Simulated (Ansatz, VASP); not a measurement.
**Two plane-wave programs on Nb**

File INCAR:

```
SYSTEM = Nb
PREC = Accurate ; ENCUT = 520
EDIFF = 1E-6 ; ISMEAR = -1
SIGMA = 0.1 ; LREAL = .False.
LASPH = .True. ; NELM = 100
ALGO = Normal ; ISIF = 2
LWAVE = .False. ; LCHARG = .False.
GGA = B5 ; ALDAX = 1.0
AGGAX = 1.0 ; AGGAC = 1.0
ALDAC = 0.0 ; NBANDS = 20
```

Contents of KPOINTS:

```
regular mesh
0
Gamma
  10 10 10
  0 0 0
```

File POSCAR:

```
Nb
1.0
    0.0000000000      3.1003623400      3.1003623400
    3.1003623400      0.0000000000      3.1003623400
    3.1003623400      3.1003623400      0.0000000000
Nb
2
Direct
    0.1250000000      0.1250000000      0.1250000000
    0.8750000000      0.8750000000      0.8750000000
```

Input for Ansatz:

```yaml
crystal:
  lattice:
    - [0.0, 3.10036234, 3.10036234]
    - [3.10036234, 0.0, 3.10036234]
    - [3.10036234, 3.10036234, 0.0]
  atoms:
    - { symbol: Nb, position: [0.125, 0.125, 0.125] }
    - { symbol: Nb, position: [0.875, 0.875, 0.875] }
hamiltonian:
  xc: blyp
  pseudopotentials:
    kind: paw
    azcp:
      Nb: "pseudopotentials/Nb.paw.azcp"
basis:
  ecutwfc: 420
  fft_grid_basis: typed
kpoints:
  mp_grid: { grid: [10, 10, 10], shift: [0, 0, 0] }
magnetization:
  spin_polarized: false
scf:
  occupations: { method: fermi_dirac, width: 0.1 }
  lower_state_search: "off"
output:
  stress: true
  write_density: true
  write_potential: true
  elf: true
  volumetric_format: npy
```

Alike in both runs: task single point; functional BLYP; k mesh 10 × 10 × 10; occupations fermi-dirac, width 0.1 eV; no spin polarisation.

|  | VASP | Ansatz |
| --- | --- | --- |
| version | VASP 6.6.1 | Ansatz 0.2.0 |
| potentials or method | VASP PAW PBE potentials, release 64 (Nb_sv), cutoff 520 eV | plane waves (420 eV) with PAW, scalar-relativistic |
| valence electrons in the cell | 26 | 26 |

|  | VASP | Ansatz | Ansatz less VASP |
| --- | --- | --- | --- |
| pressure (GPa) | -3.7 | -3.7 | +0.06 |

VASP's potentials were made for PBE, not for BLYP.
